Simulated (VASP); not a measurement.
# Rh in VASP: further runs

Runs on Rh. Level: LDA. Tasks: single point.

Everything below comes from runs of VASP 6.6.1. Logs are shortened: lines on timing, memory, paths and dates and some standing lists are left out, and cuts for length are marked.

## Step 1: The cell of the first run

The cell holds a slab with vacuum, 5 atoms: a = 2.654 Å, b = 2.654 Å, c = 23.508 Å, α = 90.00°, β = 90.00°, γ = 90.00°.

## Step 2: Single point, LDA

File INCAR:

```
SYSTEM = Rh
ALGO = Normal
DIPOL = 0.5 0.5 0.500
EDIFF = 1E-6
ENCUT = 520
IDIPOL = 3
ISIF = 2
ISMEAR = -1
LASPH = .True.
LCHARG = .False.
LDIPOL = .True.
LREAL = .False.
LWAVE = .False.
NBANDS = 46
NELM = 60
PREC = Accurate
SIGMA = 0.05
```

File KPOINTS:

```
k-points
0
Gamma
  14 14 1
  0 0 0
```

File POSCAR:

```
Rh
1.0
    2.6543947809      0.0000000000      0.0000000000
    0.0000000000      2.6543947809      0.0000000000
    0.0000000000      0.0000000000     23.5078000000
Rh
5
Direct
    0.0000000000      0.0000000000      0.3434456330
    0.5000000000      0.5000000000      0.4195750348
    0.0000000000      0.0000000000      0.5000000001
    0.5000000000      0.5000000000      0.5804249653
    0.0000000000      0.0000000000      0.6565543668
```

Potentials or basis: VASP PAW LDA potentials, release 64 (Rh_pv).

Launch:

```
> cat potpaw_LDA.64/Rh_pv/POTCAR > POTCAR
> mpirun -np 1 vasp_std > vasp.out
```

OUTCAR:

```text
SYSTEM = Rh
   EDIFF = 1E-6
   ENCUT = 520
   ISIF = 2
   ISMEAR = -1
   LASPH = .True.
   LREAL = .False.
   NELM = 60
   PREC = Accurate

 ion  position               nearest neighbor table
   1  0.000  0.000  0.343-   2 2.59   2 2.59   2 2.59   2 2.59
   2  0.500  0.500  0.420-   1 2.59   1 2.59   1 2.59   1 2.59   3 2.66   3 2.66   3 2.66   3 2.66

   3  0.000  0.000  0.500-   4 2.66   4 2.66   4 2.66   4 2.66   2 2.66   2 2.66   2 2.66   2 2.66

   4  0.500  0.500  0.580-   5 2.59   5 2.59   5 2.59   5 2.59   3 2.66   3 2.66   3 2.66   3 2.66

   5  0.000  0.000  0.657-   4 2.59   4 2.59   4 2.59   4 2.59

  LATTYP: Found a simple tetragonal cell.
 ALAT       =     2.6543947809
 C/A-ratio  =     8.8561807645

  Lattice vectors:

 A1 = (   2.6543947809,   0.0000000000,   0.0000000000)
 A2 = (   0.0000000000,   2.6543947809,   0.0000000000)
 A3 = (   0.0000000000,   0.0000000000,  23.5078000000)

Analysis of symmetry for initial positions (statically):
=====================================================================
 Subroutine PRICEL returns:
 Original cell was already a primitive cell.

 Routine SETGRP: Setting up the symmetry group for a
 simple tetragonal supercell.

 Subroutine GETGRP returns: Found 16 space group operations
 (whereof 16 operations were pure point group operations)
 out of a pool of 16 trial point group operations.

The static configuration has the point symmetry D_4h.

Analysis of symmetry for dynamics (positions and initial velocities):
=====================================================================
 Subroutine PRICEL returns:
 Original cell was already a primitive cell.

 Routine SETGRP: Setting up the symmetry group for a
 simple tetragonal supercell.

 Subroutine GETGRP returns: Found 16 space group operations
 (whereof 16 operations were pure point group operations)
 out of a pool of 16 trial point group operations.

The dynamic configuration has the point symmetry D_4h.

 Subroutine INISYM returns: Found 16 space group operations
 (whereof 16 operations are pure point group operations),
 and found     1 'primitive' translations

----------------------------------------------------------------------------------------

                                     Primitive cell

  volume of cell :     165.6315

  direct lattice vectors                    reciprocal lattice vectors
     2.654394781  0.000000000  0.000000000     0.376733712  0.000000000  0.000000000
     0.000000000  2.654394781  0.000000000     0.000000000  0.376733712  0.000000000
     0.000000000  0.000000000 23.507800000     0.000000000  0.000000000  0.042539072

  length of vectors
     2.654394781  2.654394781 23.507800000     0.376733712  0.376733712  0.042539072

  position of ions in fractional coordinates (direct lattice)
     0.000000000  0.000000000  0.343445633
     0.500000000  0.500000000  0.419575035
     0.000000000  0.000000000  0.500000000
     0.500000000  0.500000000  0.580424965
     0.000000000  0.000000000  0.656554367

  ion indices of the primitive-cell ions
   primitive index   ion index
                 1           1
                 2           2
                 3           3
                 4           4
                 5           5

----------------------------------------------------------------------------------------

 KPOINTS: k-points

Automatic generation of k-mesh.
 Grid dimensions read from file:
 generate k-points for:   14   14    1

 Generating k-lattice:

  Cartesian coordinates                     Fractional coordinates (reciprocal lattice)
     0.026909551  0.000000000  0.000000000     0.071428571  0.000000000  0.000000000
     0.000000000  0.026909551  0.000000000     0.000000000  0.071428571  0.000000000
     0.000000000  0.000000000  0.042539072     0.000000000  0.000000000  1.000000000

  Length of vectors
     0.026909551  0.026909551  0.042539072

  Shift w.r.t. Gamma in fractional coordinates (k-lattice)
     0.000000000  0.000000000  0.000000000

 Subroutine IBZKPT returns following result:
 ===========================================

 Found     36 irreducible k-points:

 Following reciprocal coordinates:
            Coordinates               Weight
  0.000000  0.000000  0.000000      1.000000
  0.071429  0.000000  0.000000      4.000000
  0.142857  0.000000  0.000000      4.000000
  0.214286  0.000000  0.000000      4.000000
  0.285714  0.000000  0.000000      4.000000
  0.357143  0.000000  0.000000      4.000000
[... 16 lines left out ...]
  0.285714  0.214286  0.000000      8.000000
  0.357143  0.214286  0.000000      8.000000
 [... further k-points ...]
   k-points           NKPTS =     36   k-points in BZ     NKDIM =     36   number of bands    NBANDS=     46
   number of dos      NEDOS =    301   number of ions     NIONS =      5
   total plane-waves  NPLWV =  72000
   dimension x,y,z NGX =    20 NGY =   20 NGZ =  180
   dimension x,y,z NGXF=    40 NGYF=   40 NGZF=  360
   ions per type =               5
   NGX,Y,Z   is equivalent  to a cutoff of  12.53, 12.53, 12.73 a.u.
   NGXF,Y,Z  is equivalent  to a cutoff of  25.05, 25.05, 25.46 a.u.
 SYSTEM =  Rh
   PREC   = accura    normal or accurate (medium, high low for compatibility)
   ISTART =      0    job   : 0-new  1-cont  2-samecut
   ICHARG =      2    charge: 1-file 2-atom 10-const
   ISPIN  =      1    spin polarized calculation?
   LNONCOLLINEAR =      F non collinear calculations
   LSORBIT =      F    spin-orbit coupling
   LASPH  =      T    aspherical Exc in radial PAW
   ENCUT  =  520.0 eV  38.22 Ry    6.18 a.u.   4.94  4.94 43.71*2*pi/ulx,y,z
   NELM   =     60;   NELMIN=  2; NELMDL= -5     # of ELM steps
   EDIFF  = 0.1E-05   stopping-criterion for ELM
   LREAL  =      F    real-space projection
   EDIFFG = 0.1E-04   stopping-criterion for IOM
   NSW    =      0    number of steps for IOM
   IBRION =     -1    ionic relax: 0-MD 1-quasi-New 2-CG
   NFREE  =      0    steps in history (QN), initial steepest desc. (CG)
   ISIF   =      2    stress and relaxation
   ISYM   =      2    0-nonsym 1-usesym 2-fastsym
   POTIM  = 0.5000    time-step for ionic-motion
   TEBEG  =    0.0;   TEEND  =   0.0 temperature during run
   PSTRESS=    0.0 pullay stress
   NELECT =      75.0000    total number of electrons
   NUPDOWN=      -1.0000    fix difference up-down
   EMIN   =  10.00;   EMAX   =-10.00  energy-range for DOS
   EFERMI =   0.00;   METHOD = LEGACY
   ISMEAR =    -1;   SIGMA  =   0.05  broadening in eV -4-tet -1-fermi 0-gaus
   EFERMI_NEDOS =   21; number of points for ismear=-14 and -15
   IALGO  =     38    algorithm
   IMIX   =      4    mixing-type and parameters
     AMIX     =   0.40;   BMIX     =  1.00
     AMIX_MAG =   1.60;   BMIX_MAG =  1.00
  volume/ion in A,a.u.               =      33.13       223.55
  Fermi-wavevector in a.u.,A,eV,Ry     =   1.257132  2.375635 21.502390  1.580381
  Thomas-Fermi vector in A             =   2.390806
   LORBIT       =      0    0 simple, 1 ext, 2 COOP (PROOUT), +10 PAW based schemes
   GGA     = CA    functional components
   LHFCALC =     F    Hartree Fock is set to
   AEXX    =    0.0000 exact exchange contribution
   IVDW    =     0    specifies the selected vdW correction
   LEPSILON=     F    determine dielectric tensor
   LRPA    =     F    only Hartree local field effects (RPA)
 non-spin polarized calculation
  energy-cutoff  :      520.00
  volume of cell :      165.63
 maximum number of plane-waves:      4510
 NGX is ok and might be reduce to    20
   NGX =  9   NGY =  9   NGZ = 87

 number of electron      74.9999959 magnetization

 dipolmoment           0.000000      0.000000     -0.000000 electrons x Angstroem

 Free energy of the ion-electron system (eV)
  ---------------------------------------------------
  ext. energy  EPLUGINS =         0.00000000
  ---------------------------------------------------
  free energy    TOTEN  =       -40.79723414 eV

  energy without entropy =      -40.73585477  energy(sigma->0) =      -40.76654446

 E-fermi :   1.6833     XC(G=0):  -6.6967

 val. band max:        1.6692544994   @ k =   0.0000   0.0000   0.0000
 cond. band min:       1.6853734667   @ k =   0.4286   0.0000   0.0000
 fundamental gap:      0.0161189673
 Fermi energy:         1.6833281092

 k-point     1 :       0.0000    0.0000    0.0000
  band No.  band energies     occupation
      1     -45.3359      2.00000
      2     -45.1440      2.00000
      3     -44.8853      2.00000
      4     -44.8853      2.00000
      5     -44.8369      2.00000
      6     -44.8369      2.00000
[... 38 lines left out ...]
     45       3.1364      0.00000
     46       4.4513      0.00000

 k-point     2 :       0.0714    0.0000    0.0000
  band No.  band energies     occupation
      1     -45.3286      2.00000
      2     -45.1480      2.00000
      3     -44.9050      2.00000
      4     -44.8877      2.00000
      5     -44.8808      2.00000
      6     -44.8341      2.00000
[... 38 lines left out ...]
     45       3.6495      0.00000
     46       5.0682      0.00000

 k-point     3 :       0.1429    0.0000    0.0000
  band No.  band energies     occupation
      1     -45.3090      2.00000
      2     -45.1633      2.00000
      3     -44.9769      2.00000
      4     -44.9596      2.00000
      5     -44.8678      2.00000
      6     -44.8263      2.00000
[... 38 lines left out ...]
     45       4.5256      0.00000
     46       6.1410      0.00000

 k-point     4 :       0.2143    0.0000    0.0000
  band No.  band energies     occupation
      1     -45.2874      2.00000
      2     -45.1965      2.00000
      3     -45.0741      2.00000
      4     -45.0386      2.00000
      5     -44.8484      2.00000
      6     -44.8150      2.00000
[... 920 lines left out ...]
     45       6.8949      0.00000
     46       8.3841      0.00000

 k-point    23 :       0.2857    0.2143    0.0000
  band No.  band energies     occupation
      1     -45.2293      2.00000
      2     -45.1929      2.00000
      3     -45.1392      2.00000
      4     -45.1129      2.00000
      5     -45.0413      2.00000
      6     -45.0188      2.00000
[... 38 lines left out ...]
     45       7.6497      0.00000
     46       9.1542      0.00000

 k-point    24 :       0.3571    0.2143    0.0000
  band No.  band energies     occupation
      1     -45.2892      2.00000
      2     -45.2465      2.00000
      3     -45.2072      2.00000
      4     -45.1034      2.00000
      5     -45.0465      2.00000
      6     -45.0067      2.00000
[... 38 lines left out ...]
     45       8.3579      0.00000
     46       9.4795      0.00000

 [... further k-points ...]

------------------------ aborting loop because EDIFF is reached ----------------------------------------

 vacuum level on the upper side and lower side of the slab       (xc-potential included)        -0.150        -0.150

  FORCE on cell =-STRESS in cart. coord.  units (eV):
  Direction    XX          YY          ZZ          XY          YZ          ZX
  --------------------------------------------------------------------------------------
  -------------------------------------------------------------------------------------
  Total       -2.2702326     -2.2702326      0.3224285      0.0000000     -0.0000000     -0.0000000
  in kB      -21.9602822    -21.9602822      3.1188963      0.0000000     -0.0000000     -0.0000000
  external PRESSURE =     -13.6005561 kB  Pullay stress =       0.0000000 kB

 VOLUME and BASIS-vectors are now :
 -----------------------------------------------------------------------------
  energy-cutoff  :      520.00
  volume of cell :      165.63
      direct lattice vectors                 reciprocal lattice vectors
     2.654394781  0.000000000  0.000000000     0.376733712  0.000000000  0.000000000
     0.000000000  2.654394781  0.000000000     0.000000000  0.376733712  0.000000000
     0.000000000  0.000000000 23.507800000     0.000000000  0.000000000  0.042539072

 POSITION                                       TOTAL-FORCE (eV/Angst)
 -----------------------------------------------------------------------------------
      0.00000      0.00000      8.07365        -0.000000      0.000000     -0.050167
      1.32720      1.32720      9.86329         0.000000      0.000000      0.003068
      0.00000      0.00000     11.75390        -0.000000      0.000000      0.000000
      1.32720      1.32720     13.64451        -0.000000     -0.000000     -0.003068
      0.00000      0.00000     15.43415        -0.000000     -0.000000      0.050167
 -----------------------------------------------------------------------------------
    total drift:                               -0.000000     -0.000000     -0.000001

  FREE ENERGIE OF THE ION-ELECTRON SYSTEM (eV)
  ---------------------------------------------------
  free  energy   TOTEN  =       -40.7972341416 eV

  energy  without entropy=      -40.7358547742  energy(sigma->0) =      -40.76654446

 vacuum level on the upper side and lower side of the slab         7.078         7.078
```

It took 3.1 min on 1 thread of Oxide Virtual Turin-like, shared host; peak memory 0.28 GiB.

What came out:

| Property | Result |
| --- | --- |
| Free energy | -40.7972 eV |
| Largest force | 0.050 eV/Å |
| Band gap on the k mesh | zero (an odd number of electrons rules out a gap without spin polarisation) |

Forces on the atoms (eV/Å):
```
Rh   0.000  0.000 -0.050
Rh   0.000  0.000  0.003
Rh   0.000  0.000  0.000
Rh   0.000  0.000 -0.003
Rh   0.000  0.000  0.050
```

Levels at points of the mesh, in eV from the Fermi level:
| k point | band 34 | band 35 | band 36 | band 37 | band 38 | band 39 | band 40 | band 41 |
| --- | --- | --- | --- | --- | --- | --- | --- | --- |
| (0.00, 0.00, 0.00) | -1.11 | -0.98 | -0.69 | -0.60 | -0.01 | 0.14 | 0.14 | 0.54 |
| (0.50, 0.00, 0.00) | -0.83 | -0.68 | -0.15 | 0.19 | 0.33 | 0.46 | 0.62 | 1.20 |
| (0.50, 0.50, 0.00) | 0.30 | 0.46 | 0.97 | 0.97 | 1.10 | 1.54 | 1.54 | 4.30 |

## Step 3: Single point, LDA

File INCAR:

```
PREC = Accurate
ENCUT = 520
EDIFF = 1E-7
ISMEAR = -1
SIGMA = 0.05
LREAL = False
LASPH = True
NELM = 80
ALGO = Normal
ISIF = 2
LWAVE = False
LCHARG = False
LDIPOL = True
IDIPOL = 3
DIPOL = 0.5 0.5 0.500
GGA = CA
NBANDS = 46
```

File KPOINTS:

```
Automatic mesh
0
Gamma
  14 14 1
```

POSCAR is that of step 2.

Potentials or basis: VASP PAW LDA potentials, release 64 (Rh_pv).

Launch:

```
> cat potpaw_LDA.64/Rh_pv/POTCAR > POTCAR
> mpirun -np 1 vasp_std > vasp.out
```

Run time: 3.9 min. Hardware: 1 thread of Oxide Virtual Turin-like, shared host; peak memory 0.28 GiB.

It converged, with:

- Free energy: -40.7972 eV
- Largest force: 0.050 eV/Å
- Band gap on the k mesh: zero (an odd number of electrons rules out a gap without spin polarisation)

Forces on the atoms (eV/Å):
```
Rh   0.000  0.000 -0.050
Rh   0.000  0.000  0.003
Rh   0.000  0.000  0.000
Rh   0.000  0.000 -0.003
Rh   0.000  0.000  0.050
```

Levels at points of the mesh, in eV from the Fermi level:
```csv
k point,band 35,band 36,band 37,band 38,band 39,band 40
"(0.00, 0.00, 0.00)",-0.98,-0.69,-0.60,-0.01,0.14,0.14
"(0.50, 0.00, 0.00)",-0.68,-0.15,0.19,0.33,0.46,0.62
"(0.50, 0.50, 0.00)",0.46,0.97,0.97,1.10,1.54,1.54
```

## Step 4: Single point, LDA

File INCAR:

```
SYSTEM = Rh
PREC = Accurate ; ENCUT = 520
EDIFF = 1E-6 ; ISMEAR = -1
SIGMA = 0.05 ; LREAL = .False.
LASPH = .True. ; NELM = 100
ALGO = Normal ; ISIF = 2
LWAVE = .False. ; LCHARG = .False.
LDIPOL = .True. ; IDIPOL = 3
DIPOL = 0.5 0.5 0.500 ; GGA = CA
NBANDS = 46
```

File KPOINTS:

```
regular mesh
0
Gamma
  14 14 1
  0 0 0
```

POSCAR is that of step 3.

Launch:

```
> cat potpaw_LDA.64/Rh_pv/POTCAR > POTCAR
> mpirun -np 1 vasp_std > vasp.out
```

Run time: 3.5 min. Hardware: 1 thread of Oxide Virtual Turin-like, shared host; peak memory 0.28 GiB.

The run converged. Its results:

- Free energy: -40.7972 eV
- Largest force: 0.050 eV/Å
- Band gap on the k mesh: zero (an odd number of electrons rules out a gap without spin polarisation)

Forces on the atoms (eV/Å):
```
Rh   0.000  0.000 -0.050
Rh   0.000  0.000  0.003
Rh   0.000  0.000  0.000
Rh   0.000  0.000 -0.003
Rh   0.000  0.000  0.050
```

Levels at points of the mesh, in eV from the Fermi level:
| k point | band 33 | band 34 | band 35 | band 36 | band 37 | band 38 | band 39 | band 40 | band 41 | band 42 |
| --- | --- | --- | --- | --- | --- | --- | --- | --- | --- | --- |
| (0.00, 0.00, 0.00) | -1.14 | -1.11 | -0.98 | -0.69 | -0.60 | -0.01 | 0.14 | 0.14 | 0.54 | 0.68 |
| (0.50, 0.00, 0.00) | -1.69 | -0.83 | -0.68 | -0.15 | 0.19 | 0.33 | 0.46 | 0.62 | 1.20 | 2.20 |
| (0.50, 0.50, 0.00) | 0.26 | 0.30 | 0.46 | 0.97 | 0.97 | 1.10 | 1.54 | 1.54 | 4.30 | 4.30 |
